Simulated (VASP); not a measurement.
CsSi3:

```
Cs Si
1.0
     4.01086    0.00000    0.00000
    -2.00543    3.47351    0.00000
     0.00000    0.00000    7.73069
Cs Si
1 3
Direct
  0.00000 0.00000 0.50000
  0.00000 0.00000 0.00000
  0.33333 0.66667 0.11864
  0.66667 0.33333 0.88136
```

The cell was generated, and may not be a known phase.

```yaml
Program: VASP 6.6.1
Task: relaxation of cell and atoms
Functional: PBE
Potentials_or_basis: VASP PAW PBE potentials, release 64 (Cs_sv, Si)
Cutoff: 600 eV
k_mesh: 12 × 12 × 6
Occupations: gaussian, width 0.1 eV
Spin: no spin polarisation
```

At the start: pressure 0.1 GPa; volume 26.93 Å³/atom.

Where does the relaxation end?

Over 7 steps the energy falls by 9.8 meV/atom and the volume is 27.20 Å³/atom (+1.0 %); space group P-3m1 (No. 164, to 0.1 Å) before and after.

Step by step:
| step | energy change (eV) | largest force (eV/Å) | pressure (GPa) | volume (Å³) |
| --- | --- | --- | --- | --- |
| 1 | 0.0000 | 0.3570 | 0.13 | 107.70 |
| 2 | -0.0201 | 0.2698 | 0.03 | 108.03 |
| 3 | -0.0352 | 0.1485 | -0.12 | 108.57 |
| 4 | -0.0356 | 0.1332 | -0.15 | 108.66 |
| 5 | -0.0384 | 0.0406 | 0.18 | 108.17 |
| 6 | -0.0385 | 0.0250 | 0.23 | 108.08 |
| 7 | -0.0393 | 0.0092 | 0.04 | 108.81 |

Final structure:
```
CELL_PARAMETERS angstrom
4.07624 0.00000 0.00000
-2.03812 3.53013 0.00000
0.00000 0.00000 7.56148
ATOMIC_POSITIONS crystal
Cs 0.00000 0.00000 0.50000
Si 0.00000 0.00000 0.00000
Si 0.33333 0.66667 0.10917
Si 0.66667 0.33333 0.89083
```
